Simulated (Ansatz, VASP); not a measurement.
**C19O in VASP and in Ansatz**

```
C O
1.0
     7.39800    0.00000    0.00000
    -3.69900    6.40686    0.00000
     0.00000    0.00000   12.00000
C O
19 1
Direct
  0.00526 0.00347 0.06701
  0.22366 0.10838 0.07074
  0.00697 0.33642 0.07660
  0.22509 0.44940 0.07466
  0.00846 0.67465 0.07892
  0.22639 0.78001 0.07477
  0.33879 0.00280 0.07469
  0.55720 0.11132 0.08651
  0.33005 0.33046 0.08532
  0.55829 0.45717 0.11005
  0.33977 0.67090 0.07908
  0.56335 0.78444 0.07653
  0.67195 0.00650 0.07842
  0.89534 0.11703 0.07389
  0.66901 0.33433 0.11607
  0.89941 0.45125 0.10265
  0.67567 0.67733 0.07915
  0.89397 0.78100 0.07159
  0.40665 0.40369 0.20597
  0.80103 0.38982 0.21239
```

Alike in both runs: functional PBEsol; k mesh 2 × 2 × 1; occupations gaussian, width 0.05 eV; no spin polarisation.

Ansatz relaxed the structure, and its values are those at the end. VASP's run is a single point on that final structure, the one shown.

```csv
,VASP,Ansatz
version,VASP 6.6.1,Ansatz 0.2.0
potentials or method,"VASP PAW PBE potentials, release 64 (C, O), cutoff 520 eV","scalar-relativistic, plane waves, PAW"
valence electrons in the cell,82,82
```

Ansatz gave:

| Item | Value |
| --- | --- |
| rms of the force components (eV/Å) | 0.003 |

Question: Which values does VASP return?

Answer: rms of the force components (eV/Å): 0.069.

VASP's potentials were made for PBE, not for PBEsol, and Ansatz warns of the same on its side.

The k mesh is coarse, so the values compare programs but aren't converged.
